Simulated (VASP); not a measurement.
# Ru2Rh (P6_3/mmc) in VASP: relaxation of cell and atoms with PBE

Aim: the relaxation of cell and atoms of Ru2Rh with PBE.

Program: VASP 6.6.1. These are calculated values, not measurements. Logs are shortened: lines on timing, memory, paths and dates and some standing lists are left out, and cuts for length are marked.

## (1) The cell of the first run

It takes space group P6_3/mmc (No. 194, hexagonal). Conventional cell: a = 2.748 Å, b = 2.748 Å, c = 12.771 Å, α = 90.00°, β = 90.00°, γ = 120.00°. Ru (site symmetry 3m) has 9 Ru at 2.60 to 2.75 Å and 3 Rh at 2.68 Å within 3.4 Å. Rh (site symmetry -6m2) has 6 Ru at 2.68 Å and 6 Rh at 2.75 Å within 3.5 Å.

The cell was generated, and may not be a known phase.

## (2) Relaxation of cell and atoms, PBE

INCAR

```
SYSTEM = Ru2Rh
  PREC = Accurate
  ENCUT = 600
  EDIFF = 1E-6
  ISMEAR = 0
  SIGMA = 0.1
  LREAL = .False.
  LASPH = .True.
  NELM = 100
  ALGO = Fast
  ISIF = 3
  LWAVE = .False.
  LCHARG = .False.
  GGA = PE
  IBRION = 2
  NSW = 100
  EDIFFG = -0.01
```

KPOINTS

```
regular mesh
0
Gamma
  18 18 4
  0 0 0
```

POSCAR

```
Ru2Rh
1.0
    2.7477399609      0.0000000000      0.0000000000
   -1.3738699805      2.3796126091      0.0000000000
    0.0000000000      0.0000000000     12.7714936310
Ru Rh
4 2
Direct
    0.3333333333      0.6666666667      0.5804742061
    0.6666666667      0.3333333333      0.0804742061
    0.3333333333      0.6666666667      0.9195257939
    0.6666666667      0.3333333333      0.4195257939
    0.3333333333      0.6666666667      0.2500000000
    0.6666666667      0.3333333333      0.7500000000
```

Potentials or basis: VASP PAW PBE potentials, release 64 (Ru_pv, Rh_pv).

On the command line:

```bash
> cat potpaw_PBE.64/Ru_pv/POTCAR potpaw_PBE.64/Rh_pv/POTCAR > POTCAR
> mpirun -np 1 vasp_std > vasp.out
```

OUTCAR:

```text
SYSTEM = Ru2Rh
   PREC = Accurate
   ENCUT = 600
   EDIFF = 1E-6
   ISMEAR = 0
   LREAL = .False.
   LASPH = .True.
   NELM = 100
   ISIF = 3
   GGA = PE
   IBRION = 2
   NSW = 100
   EDIFFG = -0.01

 ion  position               nearest neighbor table
   1  0.333  0.667  0.580-   4 2.60   4 2.60   4 2.60   6 2.68   6 2.68   6 2.68
   2  0.667  0.333  0.080-   3 2.60   3 2.60   3 2.60   5 2.68   5 2.68   5 2.68
   3  0.333  0.667  0.920-   2 2.60   2 2.60   2 2.60   6 2.68   6 2.68   6 2.68
   4  0.667  0.333  0.420-   1 2.60   1 2.60   1 2.60   5 2.68   5 2.68   5 2.68
   5  0.333  0.667  0.250-   2 2.68   4 2.68   2 2.68   4 2.68   2 2.68   4 2.68
   6  0.667  0.333  0.750-   1 2.68   3 2.68   1 2.68   3 2.68   1 2.68   3 2.68

  LATTYP: Found a hexagonal cell.
 ALAT       =     2.7477399609
 C/A-ratio  =     4.6479993787

  Lattice vectors:

 A1 = (   2.7477399609,   0.0000000000,   0.0000000000)
 A2 = (  -1.3738699805,   2.3796126091,   0.0000000000)
 A3 = (   0.0000000000,   0.0000000000,  12.7714936310)

Analysis of symmetry for initial positions (statically):
=====================================================================
 Subroutine PRICEL returns:
 Original cell was already a primitive cell.

 Routine SETGRP: Setting up the symmetry group for a
 hexagonal supercell.

 Subroutine GETGRP returns: Found 24 space group operations
 (whereof 12 operations were pure point group operations)
 out of a pool of 24 trial point group operations.

The static configuration has the point symmetry D_3d.
 The point group associated with its full space group is D_6h.

Analysis of symmetry for dynamics (positions and initial velocities):
=====================================================================
 Subroutine PRICEL returns:
 Original cell was already a primitive cell.

 Routine SETGRP: Setting up the symmetry group for a
 hexagonal supercell.

 Subroutine GETGRP returns: Found 24 space group operations
 (whereof 12 operations were pure point group operations)
 out of a pool of 24 trial point group operations.

The dynamic configuration has the point symmetry D_3d.
 The point group associated with its full space group is D_6h.

 Subroutine INISYM returns: Found 24 space group operations
 (whereof 12 operations are pure point group operations),
 and found     1 'primitive' translations

----------------------------------------------------------------------------------------

                                     Primitive cell

  volume of cell :      83.5071

  direct lattice vectors                    reciprocal lattice vectors
     2.747739961  0.000000000  0.000000000     0.363935458  0.210118234  0.000000000
    -1.373869981  2.379612609  0.000000000     0.000000000  0.420236469  0.000000000
     0.000000000  0.000000000 12.771493631     0.000000000  0.000000000  0.078299377

  length of vectors
     2.747739961  2.747739961 12.771493631     0.420236469  0.420236469  0.078299377

  position of ions in fractional coordinates (direct lattice)
     0.333333333  0.666666667  0.580474206
     0.666666667  0.333333333  0.080474206
     0.333333333  0.666666667  0.919525794
     0.666666667  0.333333333  0.419525794
     0.333333333  0.666666667  0.250000000
     0.666666667  0.333333333  0.750000000

  ion indices of the primitive-cell ions
   primitive index   ion index
                 1           1
                 2           2
                 3           3
                 4           4
                 5           5
                 6           6

----------------------------------------------------------------------------------------

 KPOINTS: regular mesh

Automatic generation of k-mesh.
 Grid dimensions read from file:
 generate k-points for:   18   18    4

 Generating k-lattice:

  Cartesian coordinates                     Fractional coordinates (reciprocal lattice)
     0.020218637  0.011673235  0.000000000     0.055555556  0.000000000  0.000000000
     0.000000000  0.023346470  0.000000000     0.000000000  0.055555556  0.000000000
     0.000000000  0.000000000  0.019574844     0.000000000  0.000000000  0.250000000

  Length of vectors
     0.023346470  0.023346470  0.019574844

  Shift w.r.t. Gamma in fractional coordinates (k-lattice)
     0.000000000  0.000000000  0.000000000

 Subroutine IBZKPT returns following result:
 ===========================================

 Found    111 irreducible k-points:

 Following reciprocal coordinates:
            Coordinates               Weight
  0.000000  0.000000  0.000000      1.000000
  0.055556  0.000000  0.000000      6.000000
  0.111111  0.000000  0.000000      6.000000
  0.166667  0.000000  0.000000      6.000000
  0.222222 -0.000000  0.000000      6.000000
  0.277778  0.000000  0.000000      6.000000
[... 16 lines left out ...]
  0.333333  0.111111  0.000000     12.000000
  0.388889  0.111111  0.000000     12.000000
 [... further k-points ...]
   k-points           NKPTS =    111   k-points in BZ     NKDIM =    111   number of bands    NBANDS=     51
   number of dos      NEDOS =    301   number of ions     NIONS =      6
   total plane-waves  NPLWV =  62208
   dimension x,y,z NGX =    24 NGY =   24 NGZ =  108
   dimension x,y,z NGXF=    48 NGYF=   48 NGZF=  216
   ions per type =               4   2
   NGX,Y,Z   is equivalent  to a cutoff of  14.52, 14.52, 14.06 a.u.
   NGXF,Y,Z  is equivalent  to a cutoff of  29.04, 29.04, 28.12 a.u.
 SYSTEM =  Ru2Rh
   PREC   = accura    normal or accurate (medium, high low for compatibility)
   ISTART =      0    job   : 0-new  1-cont  2-samecut
   ICHARG =      2    charge: 1-file 2-atom 10-const
   ISPIN  =      1    spin polarized calculation?
   LNONCOLLINEAR =      F non collinear calculations
   LSORBIT =      F    spin-orbit coupling
   LASPH  =      T    aspherical Exc in radial PAW
   ENCUT  =  600.0 eV  44.10 Ry    6.64 a.u.   5.49  5.49 25.51*2*pi/ulx,y,z
   NELM   =    100;   NELMIN=  2; NELMDL= -5     # of ELM steps
   EDIFF  = 0.1E-05   stopping-criterion for ELM
   LREAL  =      F    real-space projection
   EDIFFG = -.1E-01   stopping-criterion for IOM
   NSW    =    100    number of steps for IOM
   IBRION =      2    ionic relax: 0-MD 1-quasi-New 2-CG
   NFREE  =      1    steps in history (QN), initial steepest desc. (CG)
   ISIF   =      3    stress and relaxation
   ISYM   =      2    0-nonsym 1-usesym 2-fastsym
   POTIM  = 0.5000    time-step for ionic-motion
   TEBEG  =    0.0;   TEEND  =   0.0 temperature during run
   PSTRESS=    0.0 pullay stress
   NELECT =      86.0000    total number of electrons
   NUPDOWN=      -1.0000    fix difference up-down
   EMIN   =  10.00;   EMAX   =-10.00  energy-range for DOS
   EFERMI =   0.00;   METHOD = LEGACY
   ISMEAR =     0;   SIGMA  =   0.10  broadening in eV -4-tet -1-fermi 0-gaus
   EFERMI_NEDOS =   21; number of points for ismear=-14 and -15
   IALGO  =     68    algorithm
   IMIX   =      4    mixing-type and parameters
     AMIX     =   0.40;   BMIX     =  1.00
     AMIX_MAG =   1.60;   BMIX_MAG =  1.00
  volume/ion in A,a.u.               =      13.92        93.92
  Fermi-wavevector in a.u.,A,eV,Ry     =   1.653229  3.124151 37.187001  2.733167
  Thomas-Fermi vector in A             =   2.741703
   LORBIT       =      0    0 simple, 1 ext, 2 COOP (PROOUT), +10 PAW based schemes
   GGA     = PE    functional components
   LHFCALC =     F    Hartree Fock is set to
   AEXX    =    0.0000 exact exchange contribution
   IVDW    =     0    specifies the selected vdW correction
   LEPSILON=     F    determine dielectric tensor
   LRPA    =     F    only Hartree local field effects (RPA)
 conjugate gradient relaxation of ions
 non-spin polarized calculation
 RMM-DIIS sequential band-by-band and
 Gauss-broadening in eV      SIGMA  =   0.10
  energy-cutoff  :      600.00
  volume of cell :       83.51
 maximum number of plane-waves:      2848
 NGX is ok and might be reduce to    24
   NGX = 11   NGY = 11   NGZ = 51

--------------------------------------- Ionic step        1  -------------------------------------------

 number of electron      86.0000017 magnetization

 Free energy of the ion-electron system (eV)
  ---------------------------------------------------
  ext. energy  EPLUGINS =         0.00000000
  ---------------------------------------------------
  free energy    TOTEN  =       -51.43527182 eV

  energy without entropy =      -51.40414817  energy(sigma->0) =      -51.41970999

------------------------ aborting loop because EDIFF is reached ----------------------------------------

  FORCE on cell =-STRESS in cart. coord.  units (eV):
  Direction    XX          YY          ZZ          XY          YZ          ZX
  --------------------------------------------------------------------------------------
  -------------------------------------------------------------------------------------
  Total       -1.9043801     -1.9043801      2.6427844      0.0000000     -0.0000000      0.0000000
  in kB      -36.5376521    -36.5376521     50.7047604      0.0000000     -0.0000000      0.0000000
  external PRESSURE =      -7.4568479 kB  Pullay stress =       0.0000000 kB

 VOLUME and BASIS-vectors are now :
 -----------------------------------------------------------------------------
  energy-cutoff  :      600.00
  volume of cell :       83.51
      direct lattice vectors                 reciprocal lattice vectors
     2.747739961  0.000000000  0.000000000     0.363935458  0.210118234  0.000000000
    -1.373869981  2.379612609  0.000000000     0.000000000  0.420236469  0.000000000
     0.000000000  0.000000000 12.771493631     0.000000000  0.000000000  0.078299377
[... 201 lines left out ...]
 POSITION                                       TOTAL-FORCE (eV/Angst)
 -----------------------------------------------------------------------------------
     -0.00000      1.57246      7.51741         0.000000      0.000000     -0.026828
      1.36179      0.78623      1.04528         0.000000      0.000000     -0.026828
     -0.00000      1.57246     11.89900        -0.000000     -0.000000      0.026828
      1.36179      0.78623      5.42686        -0.000000     -0.000000      0.026828
     -0.00000      1.57246      3.23607         0.000000     -0.000000     -0.000000
      1.36179      0.78623      9.70821         0.000000      0.000000     -0.000000
 -----------------------------------------------------------------------------------
    total drift:                                0.000000     -0.000000      0.000000

  FREE ENERGIE OF THE ION-ELECTRON SYSTEM (eV)
  ---------------------------------------------------
  free  energy   TOTEN  =       -51.4703445291 eV

  energy  without entropy=      -51.4383153545  energy(sigma->0) =      -51.45432994

--------------------------------------- Ionic step        7  -------------------------------------------

 number of electron      86.0000005 magnetization

 Free energy of the ion-electron system (eV)
  ---------------------------------------------------
  ext. energy  EPLUGINS =         0.00000000
  ---------------------------------------------------
  free energy    TOTEN  =       -51.47040210 eV

  energy without entropy =      -51.43825180  energy(sigma->0) =      -51.45432695

 E-fermi :  12.3562     XC(G=0): -13.9859

 val. band max:       12.3557054849   @ k =   0.2778   0.1111   0.2500
 cond. band min:      12.3600504474   @ k =   0.1667   0.0000   0.5000
 fundamental gap:      0.0043449626
 Fermi energy:        12.3561669570

 k-point     1 :       0.0000    0.0000    0.0000
  band No.  band energies     occupation
      1     -34.5734      2.00000
      2     -34.5706      2.00000
      3     -34.1735      2.00000
      4     -34.1735      2.00000
      5     -34.1735      2.00000
      6     -34.1735      2.00000
[... 1285 lines left out ...]
     50      15.6396      0.00000
     51      15.6671      0.00000

 [... further k-points ...]

------------------------ aborting loop because EDIFF is reached ----------------------------------------

  FORCE on cell =-STRESS in cart. coord.  units (eV):
  Direction    XX          YY          ZZ          XY          YZ          ZX
  --------------------------------------------------------------------------------------
  -------------------------------------------------------------------------------------
  Total       -0.0070181     -0.0070181      0.0156489      0.0000000      0.0000000      0.0000000
  in kB       -0.1352119     -0.1352119      0.3014948      0.0000000      0.0000000      0.0000000
  external PRESSURE =       0.0103570 kB  Pullay stress =       0.0000000 kB

 VOLUME and BASIS-vectors are now :
 -----------------------------------------------------------------------------
  energy-cutoff  :      600.00
  volume of cell :       83.16
      direct lattice vectors                 reciprocal lattice vectors
     2.723891461  0.000000000 -0.000000000     0.367121823  0.211957884  0.000000000
    -1.361945730  2.358959202  0.000000000    -0.000000000  0.423915767  0.000000000
     0.000000000 -0.000000000 12.942097044     0.000000000  0.000000000  0.077267231

 POSITION                                       TOTAL-FORCE (eV/Angst)
 -----------------------------------------------------------------------------------
     -0.00000      1.57264      7.51504         0.000000     -0.000000      0.002904
      1.36195      0.78632      1.04399         0.000000     -0.000000      0.002904
     -0.00000      1.57264     11.89811        -0.000000      0.000000     -0.002904
      1.36195      0.78632      5.42706        -0.000000      0.000000     -0.002904
     -0.00000      1.57264      3.23552         0.000000     -0.000000     -0.000000
      1.36195      0.78632      9.70657        -0.000000     -0.000000     -0.000000
 -----------------------------------------------------------------------------------
    total drift:                                0.000000     -0.000000      0.000000

  FREE ENERGIE OF THE ION-ELECTRON SYSTEM (eV)
  ---------------------------------------------------
  free  energy   TOTEN  =       -51.4704020992 eV

  energy  without entropy=      -51.4382517968  energy(sigma->0) =      -51.45432695

 reached required accuracy - stopping structural energy minimisation
```

Wall time 1.6 h (1 thread of Oxide Virtual Turin-like, shared host); peak memory 0.54 GiB.

Results:

| Item | Value |
| --- | --- |
| Free energy | -51.4704 eV |
| Relaxed volume | 13.86 Å³/atom |
| Relaxed cell | a = 2.724 Å, b = 2.724 Å, c = 12.942 Å, α = 90.00°, β = 90.00°, γ = 120.00° |
| Space group after relaxing (to 0.1 Å) | P6_3/mmc (No. 194) |
| Energy gained by relaxing | 5.9 meV/atom |
| Ionic steps | 7 |
| Pressure after relaxing | 0.0 GPa |
| Band gap on the k mesh | zero (bands 43 and 44 overlap by 2.67 eV) |

Forces on the atoms (eV/Å):
```
Ru   0.000  0.000  0.003
Ru   0.000  0.000  0.003
Ru   0.000  0.000 -0.003
Ru   0.000  0.000 -0.003
Rh   0.000  0.000  0.000
Rh   0.000  0.000  0.000
```

Step by step:
```tsv
step	energy change (eV)	largest force (eV/Å)	pressure (GPa)	volume (Å³)
1	0.0000	0.1325	-0.75	83.51
2	-0.0172	0.1281	1.50	82.69
3	-0.0349	0.0229	0.33	83.04
4	-0.0349	0.0271	0.43	83.03
5	-0.0342	0.0225	-0.99	83.42
6	-0.0351	0.0268	-0.03	83.16
7	-0.0351	0.0029	0.00	83.16
```

Final structure:
```
Ru Rh
1.0
     2.72389    0.00000    0.00000
    -1.36195    2.35896    0.00000
     0.00000    0.00000   12.94210
Ru Rh
4 2
Direct
  0.33333 0.66667 0.58067
  0.66667 0.33333 0.08067
  0.33333 0.66667 0.91933
  0.66667 0.33333 0.41933
  0.33333 0.66667 0.25000
  0.66667 0.33333 0.75000
```

Levels at points of the mesh, in eV from the Fermi level:
| k point | band 40 | band 41 | band 42 | band 43 | band 44 | band 45 |
| --- | --- | --- | --- | --- | --- | --- |
| (0.00, 0.00, 0.00) | -1.75 | -1.74 | -1.74 | -1.52 | -0.83 | -0.83 |
| (0.50, 0.00, 0.00) | 0.46 | 0.60 | 1.12 | 1.20 | 1.35 | 1.37 |
| (0.00, 0.00, 0.50) | -2.31 | -1.38 | -1.38 | -1.38 | -1.38 | 0.03 |
| (0.50, 0.00, 0.50) | 0.09 | 0.43 | 0.43 | 0.97 | 0.97 | 1.37 |
